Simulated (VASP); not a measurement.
Write the native input for VASP 6.6.1 that does the following.

```
Task                   : relaxation of cell and atoms
Functional             : PBEsol
Potentials or basis    : VASP PAW PBE potentials, release 64 (Cs_sv, Pb_d, Cl)
Cutoff                 : 600 eV
k mesh                 : 4 × 4 × 4
Occupations            : gaussian, width 0.01 eV
Spin                   : no spin polarisation
Dipole correction      : no
Further INCAR settings : ALGO = Normal; EDIFF = 1e-06; IBRION = 2; EDIFFG = -0.01; NSW = 80; ISIF = 3
```

The structure of CsPbCl3 lies in POSCAR:

```
CsPbCl3
1.0
    5.6050000000      0.0000000000      0.0000000000
    0.0000000000      5.6050000000      0.0000000000
    0.0000000000      0.0000000000      5.6050000000
Cs Pb Cl
1 1 3
Direct
    0.0000000000      0.0000000000      0.0000000000
    0.5000000000      0.5000000000      0.5000000000
    0.5000000000      0.5000000000      0.0000000000
    0.0000000000      0.5000000000      0.5000000000
    0.5000000000      0.0000000000      0.5000000000
```

The input as run:

INCAR

```
ALGO = Normal
EDIFF = 1E-6
EDIFFG = -0.01
ENCUT = 600
GGA = PS
IBRION = 2
ISIF = 3
ISMEAR = 0
LASPH = True
LCHARG = False
LREAL = False
LWAVE = False
NELM = 100
NSW = 80
PREC = Accurate
SIGMA = 0.01
```

KPOINTS

```
k-points
0
Gamma
  4 4 4
```

Potentials or basis: VASP PAW PBE potentials, release 64 (Cs_sv, Pb_d, Cl).

Run with:

```console
$ cat potpaw_PBE.64/Cs_sv/POTCAR potpaw_PBE.64/Pb_d/POTCAR potpaw_PBE.64/Cl/POTCAR > POTCAR
$ mpirun -np 1 vasp_std > vasp.out
```

It gave:

* Relaxed volume: 35.59 Å³/atom
* Relaxed cell: a = 5.624 Å, b = 5.624 Å, c = 5.624 Å, α = 90.00°, β = 90.00°, γ = 90.00°
* Space group after relaxing (to 0.05 Å): Pm-3m (No. 221)
* Energy gained by relaxing: 0.3 meV/atom
* Ionic steps: 3
* Pressure after relaxing: 0.0 GPa
* Band gap on the k mesh: 1.85 eV, direct

Caveat: the PAW data sets were made with another functional, which shifts forces and pressure a little; spin-orbit coupling is left out, which moves the levels of the heavy elements.

Wall time 84 s on 1 thread of Intel(R) Xeon(R) 6975P-C (Granite Rapids), with other jobs on the host, peak memory 0.36 GiB.
